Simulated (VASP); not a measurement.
# BeS (rocksalt type) (Fm-3m) in VASP: a series of runs

BeS (rocksalt type) is run at these levels: PBE; tasks: relaxation of cell and atoms, single point.

All numbers are computed with VASP 6.6.1; they aren't measurements. Logs are shortened: lines on timing, memory, paths and dates and some standing lists are left out, and cuts for length are marked.

### 1 The cell of the first run

Symmetry: Fm-3m, No. 225, cubic system. The conventional cell has a = 4.309 Å, b = 4.309 Å, c = 4.309 Å, α = 90.00°, β = 90.00°, γ = 90.00°. Within 2.9 Å of Be (site symmetry m-3m) lie 6 S at 2.15 Å. Within 2.9 Å of S (site symmetry m-3m) lie 6 Be at 2.15 Å.

### 2 Relaxation of cell and atoms, PBE

INCAR reads:

```
  PREC = Accurate
  ENCUT = 600
  EDIFF = 1E-7
  ISMEAR = -1
  SIGMA = 0.08
  LREAL = F
  LASPH = T
  NELM = 100
  ALGO = Normal
  ISIF = 3
  LWAVE = F
  LCHARG = F
  GGA = PE
  IBRION = 2
  NSW = 60
  EDIFFG = -0.005
```

KPOINTS reads:

```
regular mesh
0
Gamma
  16 16 16
```

POSCAR reads:

```
BeS
1.0
    0.0000000000      2.1544346900      2.1544346900
    2.1544346900      0.0000000000      2.1544346900
    2.1544346900      2.1544346900      0.0000000000
Be S
1 1
Direct
    0.0000000000      0.0000000000      0.0000000000
    0.5000000000      0.5000000000      0.5000000000
```

Potentials or basis: VASP PAW PBE potentials, release 64 (Be, S).

The run is started by

```console
cat potpaw_PBE.64/Be/POTCAR potpaw_PBE.64/S/POTCAR > POTCAR
mpirun -np 1 vasp_std > vasp.out
```

OUTCAR:

```text
PREC = Accurate
   ENCUT = 600
   EDIFF = 1E-7
   ISMEAR = -1
   LREAL = F
   LASPH = T
   NELM = 100
   ISIF = 3
   GGA = PE
   IBRION = 2
   NSW = 60
   EDIFFG = -0.005

 ion  position               nearest neighbor table
   1  0.000  0.000  0.000-   2 2.15   2 2.15   2 2.15   2 2.15   2 2.15   2 2.15
   2  0.500  0.500  0.500-   1 2.15   1 2.15   1 2.15   1 2.15   1 2.15   1 2.15

  LATTYP: Found a face centered cubic cell.
 ALAT       =     4.3088693800

  Lattice vectors:

 A1 = (   0.0000000000,   2.1544346900,   2.1544346900)
 A2 = (   2.1544346900,   0.0000000000,   2.1544346900)
 A3 = (   2.1544346900,   2.1544346900,   0.0000000000)

Analysis of symmetry for initial positions (statically):
=====================================================================
 Subroutine PRICEL returns:
 Original cell was already a primitive cell.

 Routine SETGRP: Setting up the symmetry group for a
 face centered cubic supercell.

 Subroutine GETGRP returns: Found 48 space group operations
 (whereof 48 operations were pure point group operations)
 out of a pool of 48 trial point group operations.

The static configuration has the point symmetry O_h .

Analysis of symmetry for dynamics (positions and initial velocities):
=====================================================================
 Subroutine PRICEL returns:
 Original cell was already a primitive cell.

 Routine SETGRP: Setting up the symmetry group for a
 face centered cubic supercell.

 Subroutine GETGRP returns: Found 48 space group operations
 (whereof 48 operations were pure point group operations)
 out of a pool of 48 trial point group operations.

The dynamic configuration has the point symmetry O_h .

 Subroutine INISYM returns: Found 48 space group operations
 (whereof 48 operations are pure point group operations),
 and found     1 'primitive' translations

----------------------------------------------------------------------------------------

                                     Primitive cell

  volume of cell :      20.0000

  direct lattice vectors                    reciprocal lattice vectors
     0.000000000  2.154434690  2.154434690    -0.232079442  0.232079442  0.232079442
     2.154434690  0.000000000  2.154434690     0.232079442 -0.232079442  0.232079442
     2.154434690  2.154434690  0.000000000     0.232079442  0.232079442 -0.232079442

  length of vectors
     3.046830758  3.046830758  3.046830758     0.401973384  0.401973384  0.401973384

  position of ions in fractional coordinates (direct lattice)
     0.000000000  0.000000000  0.000000000
     0.500000000  0.500000000  0.500000000

  ion indices of the primitive-cell ions
   primitive index   ion index
                 1           1
                 2           2

----------------------------------------------------------------------------------------

 KPOINTS: regular mesh

Automatic generation of k-mesh.
 Grid dimensions read from file:
 generate k-points for:   16   16   16

 Generating k-lattice:

  Cartesian coordinates                     Fractional coordinates (reciprocal lattice)
    -0.014504965  0.014504965  0.014504965     0.062500000  0.000000000  0.000000000
     0.014504965 -0.014504965  0.014504965     0.000000000  0.062500000  0.000000000
     0.014504965  0.014504965 -0.014504965     0.000000000  0.000000000  0.062500000

  Length of vectors
     0.025123337  0.025123337  0.025123337

  Shift w.r.t. Gamma in fractional coordinates (k-lattice)
     0.000000000  0.000000000  0.000000000

 Subroutine IBZKPT returns following result:
 ===========================================

 Found    145 irreducible k-points:

 Following reciprocal coordinates:
            Coordinates               Weight
  0.000000  0.000000  0.000000      1.000000
  0.062500  0.000000  0.000000      8.000000
  0.125000  0.000000  0.000000      8.000000
  0.187500  0.000000  0.000000      8.000000
  0.250000  0.000000  0.000000      8.000000
  0.312500  0.000000  0.000000      8.000000
[... 16 lines left out ...]
 -0.125000  0.062500  0.000000     24.000000
 -0.062500  0.062500  0.000000     12.000000
 [... further k-points ...]
   k-points           NKPTS =    145   k-points in BZ     NKDIM =    145   number of bands    NBANDS=      8
   number of dos      NEDOS =    301   number of ions     NIONS =      2
   total plane-waves  NPLWV =  13824
   dimension x,y,z NGX =    24 NGY =   24 NGZ =   24
   dimension x,y,z NGXF=    48 NGYF=   48 NGZF=   48
   ions per type =               1   1
   NGX,Y,Z   is equivalent  to a cutoff of  13.10, 13.10, 13.10 a.u.
   NGXF,Y,Z  is equivalent  to a cutoff of  26.19, 26.19, 26.19 a.u.
 SYSTEM =  unknown system
   PREC   = accura    normal or accurate (medium, high low for compatibility)
   ISTART =      0    job   : 0-new  1-cont  2-samecut
   ICHARG =      2    charge: 1-file 2-atom 10-const
   ISPIN  =      1    spin polarized calculation?
   LNONCOLLINEAR =      F non collinear calculations
   LSORBIT =      F    spin-orbit coupling
   LASPH  =      T    aspherical Exc in radial PAW
   ENCUT  =  600.0 eV  44.10 Ry    6.64 a.u.   6.09  6.09  6.09*2*pi/ulx,y,z
   NELM   =    100;   NELMIN=  2; NELMDL= -5     # of ELM steps
   EDIFF  = 0.1E-06   stopping-criterion for ELM
   LREAL  =      F    real-space projection
   EDIFFG = -.5E-02   stopping-criterion for IOM
   NSW    =     60    number of steps for IOM
   IBRION =      2    ionic relax: 0-MD 1-quasi-New 2-CG
   NFREE  =      1    steps in history (QN), initial steepest desc. (CG)
   ISIF   =      3    stress and relaxation
   ISYM   =      2    0-nonsym 1-usesym 2-fastsym
   POTIM  = 0.5000    time-step for ionic-motion
   TEBEG  =    0.0;   TEEND  =   0.0 temperature during run
   PSTRESS=    0.0 pullay stress
   NELECT =       8.0000    total number of electrons
   NUPDOWN=      -1.0000    fix difference up-down
   EMIN   =  10.00;   EMAX   =-10.00  energy-range for DOS
   EFERMI =   0.00;   METHOD = LEGACY
   ISMEAR =    -1;   SIGMA  =   0.08  broadening in eV -4-tet -1-fermi 0-gaus
   EFERMI_NEDOS =   21; number of points for ismear=-14 and -15
   IALGO  =     38    algorithm
   IMIX   =      4    mixing-type and parameters
     AMIX     =   0.40;   BMIX     =  1.00
     AMIX_MAG =   1.60;   BMIX_MAG =  1.00
  volume/ion in A,a.u.               =      10.00        67.48
  Fermi-wavevector in a.u.,A,eV,Ry     =   1.206225  2.279434 19.796173  1.454978
  Thomas-Fermi vector in A             =   2.341898
   LORBIT       =      0    0 simple, 1 ext, 2 COOP (PROOUT), +10 PAW based schemes
   GGA     = PE    functional components
   LHFCALC =     F    Hartree Fock is set to
   AEXX    =    0.0000 exact exchange contribution
   IVDW    =     0    specifies the selected vdW correction
   LEPSILON=     F    determine dielectric tensor
   LRPA    =     F    only Hartree local field effects (RPA)
 conjugate gradient relaxation of ions
 non-spin polarized calculation
  energy-cutoff  :      600.00
  volume of cell :       20.00
 maximum number of plane-waves:       692
   NGX = 13   NGY = 13   NGZ = 13

--------------------------------------- Ionic step        1  -------------------------------------------

 number of electron       8.0000001 magnetization

 Free energy of the ion-electron system (eV)
  ---------------------------------------------------
  ext. energy  EPLUGINS =         0.00000000
  ---------------------------------------------------
  free energy    TOTEN  =        -8.45779742 eV

  energy without entropy =       -8.45778084  energy(sigma->0) =       -8.45778913

 E-fermi :  10.1915     XC(G=0): -11.5542

 val. band max:        9.5846935376   @ k =  -0.1875   0.1250   0.0000
 cond. band min:      10.6503965775   @ k =   0.5000   0.5000   0.0000
 fundamental gap:      1.0657030400
 Fermi energy:        10.1914732831

 k-point     1 :       0.0000    0.0000    0.0000
  band No.  band energies     occupation
      1      -7.6542      2.00000
      2       9.1944      1.99999
      3       9.1944      1.99999
      4       9.1944      1.99999
      5      17.7487      0.00000
      6      18.0509      0.00000
      7      18.0509      0.00000
      8      18.0509      0.00000

 k-point     2 :       0.0625    0.0000    0.0000
  band No.  band energies     occupation
      1      -7.5819      2.00000
      2       8.7402      2.00000
      3       9.1649      1.99999
      4       9.1649      1.99999
      5      17.5662      0.00000
      6      18.1580      0.00000
      7      18.1580      0.00000
      8      18.2582      0.00000
[... 372 lines left out ...]
 POSITION                                       TOTAL-FORCE (eV/Angst)
 -----------------------------------------------------------------------------------
      2.31565     -0.00000      2.31565         0.000000     -0.000000     -0.000000
      2.31565      2.31565      2.31565         0.000000      0.000000      0.000000
 -----------------------------------------------------------------------------------
    total drift:                               -0.000000     -0.000000      0.000000

  FREE ENERGIE OF THE ION-ELECTRON SYSTEM (eV)
  ---------------------------------------------------
  free  energy   TOTEN  =        -8.8942566709 eV

  energy  without entropy=       -8.8942291741  energy(sigma->0) =       -8.89424292

--------------------------------------- Ionic step        5  -------------------------------------------

 number of electron       7.9999999 magnetization

 Free energy of the ion-electron system (eV)
  ---------------------------------------------------
  ext. energy  EPLUGINS =         0.00000000
  ---------------------------------------------------
  free energy    TOTEN  =        -8.89429353 eV

  energy without entropy =       -8.89426627  energy(sigma->0) =       -8.89427990

 E-fermi :   7.2232     XC(G=0): -10.6269

 val. band max:        6.6341575507   @ k =  -0.1875   0.1250   0.0000
 cond. band min:       7.6314197478   @ k =   0.5000   0.5000   0.0000
 fundamental gap:      0.9972621972
 Fermi energy:         7.2232163235

 k-point     1 :       0.0000    0.0000    0.0000
  band No.  band energies     occupation
      1      -8.4782      2.00000
      2       6.3476      1.99996
      3       6.3476      1.99996
      4       6.3476      1.99996
      5      11.9849      0.00000
      6      15.4765      0.00000
      7      15.4765      0.00000
      8      15.4765      0.00000

 k-point     2 :       0.0625    0.0000    0.0000
  band No.  band energies     occupation
      1      -8.4200      2.00000
      2       5.9555      2.00000
      3       6.3300      1.99997
      4       6.3300      1.99997
      5      12.1929      0.00000
      6      15.1956      0.00000
      7      15.3562      0.00000
      8      15.3562      0.00000
[... 264 lines left out ...]
 POSITION                                       TOTAL-FORCE (eV/Angst)
 -----------------------------------------------------------------------------------
      0.00000      0.00000      0.00000         0.000000     -0.000000     -0.000000
      2.31382      2.31382      2.31382        -0.000000      0.000000      0.000000
 -----------------------------------------------------------------------------------
    total drift:                               -0.000000     -0.000000      0.000000

  FREE ENERGIE OF THE ION-ELECTRON SYSTEM (eV)
  ---------------------------------------------------
  free  energy   TOTEN  =        -8.8942935283 eV

  energy  without entropy=       -8.8942662740  energy(sigma->0) =       -8.89427990

 reached required accuracy - stopping structural energy minimisation
```

Run time: 55 s. Hardware: 1 thread of AMD EPYC 9R45 (Zen 5), shared host; peak memory 0.12 GiB.

What came out:

- Free energy: -8.8943 eV
- Relaxed volume: 12.39 Å³/atom
- Relaxed cell: a = 3.272 Å, b = 3.272 Å, c = 3.272 Å, α = 60.00°, β = 60.00°, γ = 60.00°
- Space group after relaxing (to 0.1 Å): Fm-3m (No. 225)
- Energy gained by relaxing: 218.2 meV/atom
- Ionic steps: 5
- Pressure after relaxing: 0.0 GPa
- Band gap on the k mesh: 1.00 eV (least direct gap 4.17 eV)

The path:
| step | energy change (eV) | largest force (eV/Å) | pressure (GPa) | volume (Å³) |
| --- | --- | --- | --- | --- |
| 1 | 0.0000 | 0.0000 | 34.71 | 20.00 |
| 2 | -0.3807 | 0.0000 | -7.70 | 26.95 |
| 3 | -0.4365 | 0.0000 | 0.22 | 24.73 |
| 4 | -0.4365 | 0.0000 | -0.22 | 24.83 |
| 5 | -0.4365 | 0.0000 | 0.03 | 24.78 |

Final structure:
```xyz
2
Lattice="0.0000 2.3138 2.3138 2.3138 0.0000 2.3138 2.3138 2.3138 0.0000" Properties=species:S:1:pos:R:3 pbc="T T T"
Be    0.0000    0.0000    0.0000
S     2.3138    2.3138    2.3138
```

Levels at points of the mesh, in eV from the valence-band top:
| k point | band 2 | band 3 | band 4 | band 5 | band 6 | band 7 |
| --- | --- | --- | --- | --- | --- | --- |
| (0.00, 0.00, 0.00) | -0.29 | -0.29 | -0.29 | 5.35 | 8.84 | 8.84 |
| (0.50, 0.00, 0.00) | -7.23 | -0.50 | -0.50 | 3.95 | 3.95 | 4.15 |
| (0.50, 0.50, 0.00) | -6.79 | -3.17 | -3.17 | 1.00 | 4.34 | 11.82 |

Caveat: the volume moved by over 15 % at a fixed basis, so the end points are rough.

### 3 Relaxation of cell and atoms, PBE, target pressure -2.9 GPa, at which the enthalpy is minimised

This run uses another cell than the first one, of 12.76 Å³/atom.

INCAR reads:

```
ALGO = Normal
EDIFF = 1E-7
EDIFFG = -0.005
ENCUT = 600
GGA = PE
IBRION = 2
ISIF = 3
ISMEAR = -1
LASPH = T
LCHARG = F
LREAL = F
LWAVE = F
NELM = 60
NSW = 60
PREC = Accurate
PSTRESS = -29.0
SIGMA = 0.08
```

KPOINTS reads:

```
k-points
0
Gamma
  15 15 15
```

POSCAR reads:

```
BeS
1.0
    0.0000000000      2.3367938072      2.3367938072
    2.3367938072      0.0000000000      2.3367938072
    2.3367938072      2.3367938072      0.0000000000
Be S
1 1
Direct
    0.0000000000      0.0000000000      0.0000000000
    0.5000000000      0.5000000000      0.5000000000
```

Potentials or basis: VASP PAW PBE potentials, release 64 (Be, S).

The run is started by

```console
cat potpaw_PBE.64/Be/POTCAR potpaw_PBE.64/S/POTCAR > POTCAR
mpirun -np 1 vasp_std > vasp.out
```

It took 19 s on 1 thread of AMD EPYC 9R45 (Zen 5), shared host; peak memory 0.14 GiB.

It converged, with:

```
Free energy             : -8.8884 eV
Pressure after relaxing : -3.0 GPa
Band gap on the k mesh  : 1.00 eV (least direct gap 4.04 eV)
```

Final structure:
```yaml
crystal:
  lattice:
    - [0.00000, 2.33679, 2.33679]
    - [2.33679, 0.00000, 2.33679]
    - [2.33679, 2.33679, 0.00000]
  atoms:
    - { symbol: Be, position: [0.00000, 0.00000, 0.00000] }
    - { symbol: S, position: [0.50000, 0.50000, 0.50000] }
```

Levels at points of the mesh, in eV from the valence-band top:
| k point | band 1 | band 2 | band 3 | band 4 | band 5 | band 6 | band 7 | band 8 |
| --- | --- | --- | --- | --- | --- | --- | --- | --- |
| (0.00, 0.00, 0.00) | -14.87 | -0.28 | -0.28 | -0.28 | 5.01 | 8.87 | 8.87 | 8.87 |

Caveat: the relaxation stopped at its first step, so nothing moved; the cell is relaxed towards a set pressure, so the run minimises the enthalpy, not the energy; an odd mesh through Γ misses points on the zone boundary, where band edges can lie.

### 4 Relaxation of cell and atoms, PBE, target pressure -2.9 GPa, at which the enthalpy is minimised

This run uses another cell than the first one, of 12.76 Å³/atom.

INCAR reads:

```
SYSTEM = BeS
PREC = Accurate
ENCUT = 600
EDIFF = 1E-6
ISMEAR = -1
SIGMA = 0.08
LREAL = .FALSE.
LASPH = .TRUE.
NELM = 80
ALGO = Normal
ISIF = 3
LWAVE = .FALSE.
LCHARG = .FALSE.
GGA = PE
IBRION = 2
NSW = 32
EDIFFG = -0.005
PSTRESS = -29.0
```

KPOINTS reads:

```
regular mesh
0
G
  15 15 15
  0 0 0
```

POSCAR is that of step 3.

The run is started by

```console
cat potpaw_PBE.64/Be/POTCAR potpaw_PBE.64/S/POTCAR > POTCAR
mpirun -np 1 vasp_std > vasp.out
```

It took 18 s on 1 thread of AMD EPYC 9R45 (Zen 5), shared host; peak memory 0.14 GiB.

Results (log left out):

```yaml
Free_energy: -8.8884 eV
Pressure_after_relaxing: -3.0 GPa
Band_gap_on_the_k_mesh: 1.00 eV (least direct gap 4.04 eV)
```

Final structure:
```
Be S
1.0
     0.00000    2.33679    2.33679
     2.33679    0.00000    2.33679
     2.33679    2.33679    0.00000
Be S
1 1
Cartesian
  0.0000 0.0000 0.0000
  2.3368 2.3368 2.3368
```

Levels at points of the mesh, in eV from the valence-band top:
| k point | band 1 | band 2 | band 3 | band 4 | band 5 | band 6 | band 7 | band 8 |
| --- | --- | --- | --- | --- | --- | --- | --- | --- |
| (0.00, 0.00, 0.00) | -14.87 | -0.28 | -0.28 | -0.28 | 5.01 | 8.87 | 8.87 | 8.87 |

Caveat: the relaxation stopped at its first step, so nothing moved; the cell is relaxed towards a set pressure, so the run minimises the enthalpy, not the energy; an odd mesh through Γ misses points on the zone boundary, where band edges can lie.

### 5 Single point, PBE (12.76 Å³/atom)

This run uses another cell than the first one, of 12.76 Å³/atom.

INCAR reads:

```
PREC = Accurate
ENCUT = 520
EDIFF = 1E-6
ISMEAR = -1
SIGMA = 0.08
LREAL = False
LASPH = True
NELM = 100
ALGO = Normal
ISIF = 2
LWAVE = False
LCHARG = False
GGA = PE
NBANDS = 11
```

KPOINTS reads:

```
regular mesh
0
Gamma
  15 15 15
```

POSCAR is that of step 4.

The run is started by

```console
cat potpaw_PBE.64/Be/POTCAR potpaw_PBE.64/S/POTCAR > POTCAR
mpirun -np 1 vasp_std > vasp.out
```

Run time: 53 s. Hardware: 1 thread of Intel Xeon 8259CL, shared host; peak memory 0.17 GiB.

It converged, with:

```yaml
Free_energy: -8.8882 eV
Pressure: -3.0 GPa
Band_gap_on_the_k_mesh: 1.00 eV (least direct gap 4.04 eV)
```

Levels at points of the mesh, in eV from the valence-band top:
```
           k point  band 1  band 2  band 3  band 4  band 5  band 6  band 7  band 8  band 9
(0.00, 0.00, 0.00)  -14.87   -0.28   -0.28   -0.28    5.01    8.87    8.87    8.87    9.46
```

Caveat: an odd mesh through Γ misses points on the zone boundary, where band edges can lie.

### 6 The runs side by side

```tsv
task	cell	k mesh	cutoff (eV)	gap on the mesh (eV)	pressure (GPa)
relaxation of cell and atoms	relaxed from a = 3.047 Å, angles 60.0°, 2 atoms	16 × 16 × 16	600	1.00	0.0
relaxation of cell and atoms	relaxed to -2.9 GPa from a = 3.305 Å, angles 60.0°, 2 atoms	15 × 15 × 15	600	1.00	-3.0
single point	a = 3.305 Å, angles 60.0°, 2 atoms	15 × 15 × 15	520	1.00	-3.0
```

Alike in all rows: level PBE; potentials or basis VASP PAW PBE potentials, release 64 (Be, S); no spin polarisation; smearing fermi-dirac 0.08 eV.

Caveats: an odd mesh through Γ misses points on the zone boundary, where band edges can lie (at least some runs); the volume moved by over 15 % at a fixed basis, so the end points are rough (at least some runs); the relaxation stopped at its first step, so nothing moved (at least some runs); the cell is relaxed towards a set pressure, so the run minimises the enthalpy, not the energy (at least some runs).

Total energies depend on the potentials used, so only differences within one code and one set of settings carry meaning.
